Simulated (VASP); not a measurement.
Sn:

```xyz
1
Lattice="0.0000 2.3393 2.3393 2.3393 0.0000 2.3393 2.3393 2.3393 0.0000" Properties=species:S:1:pos:R:3 pbc="T T T"
Sn    0.0000    0.0000    0.0000
```

- Program: VASP 6.6.1
- Task: relaxation of cell and atoms
- Functional: PBE
- Potentials or basis: VASP PAW PBE potentials, release 64 (Sn_d)
- Cutoff: 600 eV
- k mesh: 16 × 16 × 16
- Occupations: gaussian, width 0.1 eV
- Spin: no spin polarisation

At the start: pressure 5.3 GPa; volume 25.60 Å³/atom.

**Question.** How do energy, volume and symmetry change on relaxing?

**Answer.** Over 3 steps the energy falls by 36.0 meV/atom and the volume is 27.97 Å³/atom (+9.2 %); space group Fm-3m (No. 225, to 0.05 Å).

The path:
```tsv
step	energy change (eV)	largest force (eV/Å)	pressure (GPa)	volume (Å³)
1	0.0000	0.0000	5.27	25.60
2	-0.0320	0.0000	-1.38	28.85
3	-0.0360	0.0000	0.00	27.97
```

Final structure:
```yaml
crystal:
  lattice:
    - [0.00000, 2.40923, 2.40923]
    - [2.40923, 0.00000, 2.40923]
    - [2.40923, 2.40923, 0.00000]
  atoms:
    - { symbol: Sn, position: [0.00000, 0.00000, 0.00000] }
```
